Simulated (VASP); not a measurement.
# P in VASP: further runs, part 2 of 2

VASP 6.6.1. Earlier steps stand in the parts before.

### Step 4. Single point, PBE (strain +0.0750 x Voigt [1, 1, 0, 0, 0, 0])

Input file INCAR:

```
  PREC = Accurate
  ENCUT = 520
  EDIFF = 1E-7
  ISMEAR = 0
  SIGMA = 0.05
  LREAL = F
  LASPH = T
  NELM = 100
  ALGO = Normal
  ISIF = 2
  LWAVE = F
  LCHARG = F
  GGA = PE
  NBANDS = 18
```

Input file KPOINTS:

```
regular mesh
0
Gamma
  8 1 6
```

Input file POSCAR:

```
P
1.0
    3.5300072990      0.0000000000      0.0000000000
    0.0000000000     37.4713083142      0.0000000000
    0.0000000000      0.0000000000      4.6320847100
P
4
Direct
    0.0000000000      0.9702614300      0.5921507200
    0.0000000000      0.0297385700      0.4078492800
    0.5000000000      0.0297385700      0.0921507200
    0.5000000000      0.9702614300      0.9078492800
```

Potentials or basis: VASP PAW PBE potentials, release 64 (P).

The run is started by

```
$ cat potpaw_PBE.64/P/POTCAR > POTCAR
$ mpirun -np 1 vasp_std > vasp.out
```

OUTCAR:

```text
PREC = Accurate
   ENCUT = 520
   EDIFF = 1E-7
   ISMEAR = 0
   LREAL = F
   LASPH = T
   NELM = 100
   ISIF = 2
   GGA = PE

 ion  position               nearest neighbor table
   1  0.000  0.970  0.592-   4 2.29   4 2.29   2 2.39
   2  0.000  0.030  0.408-   3 2.29   3 2.29   1 2.39
   3  0.500  0.030  0.092-   2 2.29   2 2.29   4 2.39
   4  0.500  0.970  0.908-   1 2.29   1 2.29   3 2.39

  LATTYP: Found a simple orthorhombic cell.
 ALAT       =     3.5300072990
 B/A-ratio  =     1.3122025870
 C/A-ratio  =    10.6150795566

  Lattice vectors:

 A1 = (  -3.5300072990,   0.0000000000,   0.0000000000)
 A2 = (   0.0000000000,   0.0000000000,   4.6320847100)
 A3 = (   0.0000000000,  37.4713083142,   0.0000000000)

Analysis of symmetry for initial positions (statically):
=====================================================================
 Subroutine PRICEL returns:
 Original cell was already a primitive cell.

 Routine SETGRP: Setting up the symmetry group for a
 simple orthorhombic supercell.

 Subroutine GETGRP returns: Found  8 space group operations
 (whereof  4 operations were pure point group operations)
 out of a pool of  8 trial point group operations.

The static configuration has the point symmetry C_2h.
 The point group associated with its full space group is D_2h.

Analysis of symmetry for dynamics (positions and initial velocities):
=====================================================================
 Subroutine PRICEL returns:
 Original cell was already a primitive cell.

 Routine SETGRP: Setting up the symmetry group for a
 simple orthorhombic supercell.

 Subroutine GETGRP returns: Found  8 space group operations
[... 118 lines left out ...]
   ISMEAR =     0;   SIGMA  =   0.05  broadening in eV -4-tet -1-fermi 0-gaus
   EFERMI_NEDOS =   21; number of points for ismear=-14 and -15
   IALGO  =     38    algorithm
   IMIX   =      4    mixing-type and parameters
     AMIX     =   0.40;   BMIX     =  1.00
     AMIX_MAG =   1.60;   BMIX_MAG =  1.00
  volume/ion in A,a.u.               =     153.18      1033.68
  Fermi-wavevector in a.u.,A,eV,Ry     =   0.523200  0.988705  3.724437  0.273738
  Thomas-Fermi vector in A             =   1.542367
   LORBIT       =      0    0 simple, 1 ext, 2 COOP (PROOUT), +10 PAW based schemes
   GGA     = PE    functional components
   LHFCALC =     F    Hartree Fock is set to
   AEXX    =    0.0000 exact exchange contribution
   IVDW    =     0    specifies the selected vdW correction
   LEPSILON=     F    determine dielectric tensor
   LRPA    =     F    only Hartree local field effects (RPA)
 non-spin polarized calculation
 Gauss-broadening in eV      SIGMA  =   0.05
  energy-cutoff  :      520.00
  volume of cell :      612.70
 maximum number of plane-waves:     16567
 NGX is ok and might be reduce to    28
   NGX = 13   NGY =139   NGZ = 17

 number of electron      19.9999999 magnetization

 Free energy of the ion-electron system (eV)
  ---------------------------------------------------
  ext. energy  EPLUGINS =         0.00000000
  ---------------------------------------------------
  free energy    TOTEN  =       -21.13055097 eV

  energy without entropy =      -21.13055097  energy(sigma->0) =      -21.13055097

 E-fermi :  -3.3629     XC(G=0):  -1.6139

 val. band max:       -3.5710828949   @ k =   0.0000   0.0000   0.0000
 cond. band min:      -2.8923511024   @ k =   0.0000   0.0000   0.0000
 fundamental gap:      0.6787317925
 Fermi energy:        -3.3629230103

 k-point     1 :       0.0000    0.0000    0.0000
  band No.  band energies     occupation
      1     -17.7356      2.00000
      2     -15.6822      2.00000
      3     -12.1939      2.00000
      4      -8.7360      2.00000
      5      -8.5469      2.00000
      6      -7.3779      2.00000
[... 397 lines left out ...]
      5      -8.1302      2.00000
      6      -8.1302      2.00000
[... 10 lines left out ...]
     17       2.5719      0.00000
     18       2.5719      0.00000

------------------------ aborting loop because EDIFF is reached ----------------------------------------

  FORCE on cell =-STRESS in cart. coord.  units (eV):
  Direction    XX          YY          ZZ          XY          YZ          ZX
  --------------------------------------------------------------------------------------
  -------------------------------------------------------------------------------------
  Total       -6.1202921     -3.7546853     -1.5988786      0.0000000      0.0000000      0.0000000
  in kB      -16.0041192     -9.8182293     -4.1809514      0.0000000      0.0000000      0.0000000
  external PRESSURE =     -10.0011000 kB  Pullay stress =       0.0000000 kB

 VOLUME and BASIS-vectors are now :
 -----------------------------------------------------------------------------
  energy-cutoff  :      520.00
  volume of cell :      612.70
      direct lattice vectors                 reciprocal lattice vectors
     3.530007299  0.000000000  0.000000000     0.283285533  0.000000000  0.000000000
     0.000000000 37.471308314  0.000000000     0.000000000  0.026687085  0.000000000
     0.000000000  0.000000000  4.632084710     0.000000000  0.000000000  0.215885516

 POSITION                                       TOTAL-FORCE (eV/Angst)
 -----------------------------------------------------------------------------------
      0.00000     36.35697      2.74289         0.000000      0.839458     -0.171292
      0.00000      1.11434      1.88919         0.000000     -0.839458      0.171292
      1.76500      1.11434      0.42685         0.000000     -0.839458     -0.171292
      1.76500     36.35697      4.20523         0.000000      0.839458      0.171292
 -----------------------------------------------------------------------------------
    total drift:                               -0.000000     -0.000000     -0.000000

  FREE ENERGIE OF THE ION-ELECTRON SYSTEM (eV)
  ---------------------------------------------------
  free  energy   TOTEN  =       -21.1305509686 eV

  energy  without entropy=      -21.1305509686  energy(sigma->0) =      -21.13055097
```

stdout:

```text
POSCAR found type information on POSCAR P
 POSCAR found :  1 types and       4 ions
 scaLAPACK will be used
 LDA part: xc-table for (Slater+PW92), standard interpolation
 POSCAR, INCAR and KPOINTS ok, starting setup
 FFT: planning ... GRIDC
 FFT: planning ... GRID_SOFT
 FFT: planning ... GRID
 WAVECAR not read
 entering main loop
```

Run time: 10 min. Hardware: 1 thread of Oxide Virtual Turin-like, shared host; peak memory 0.65 GiB.

Results:

| Item | Value |
| --- | --- |
| Free energy | -21.1306 eV |
| Largest force | 0.857 eV/Å |
| Band gap on the k mesh | 0.68 eV |

Forces in eV/Å, atoms in the order of the input:
```
P    0.000  0.839 -0.171
P    0.000 -0.839  0.171
P    0.000 -0.839 -0.171
P    0.000  0.839  0.171
```

Caveat: the cell differs from its parent crystal (strain +0.0750 x Voigt [1, 1, 0, 0, 0, 0]); there is no dipole correction, which matters where the two faces differ; semilocal functionals underestimate gaps, and a narrow one can read as zero.

### Step 5. Overview

```tsv
cell	gap on the mesh (eV)	largest force (eV/Å)
a = 3.161, b = 33.550, c = 4.632 Å, 4 atoms	1.07	0.98
a = 3.407, b = 36.164, c = 4.632 Å, 4 atoms	0.80	0.46
a = 3.530, b = 37.471, c = 4.632 Å, 4 atoms	0.68	0.86
```

Alike in all rows: task single point; level PBE; potentials or basis VASP PAW PBE potentials, release 64 (P); no spin polarisation; k mesh 8 × 1 × 6; cutoff (eV) 520; smearing gaussian 0.05 eV.

Caveats: there is no dipole correction, which matters where the two faces differ; semilocal functionals underestimate gaps, and a narrow one can read as zero (at least some runs).

Absolute energies hang on the potentials; compare differences alone.
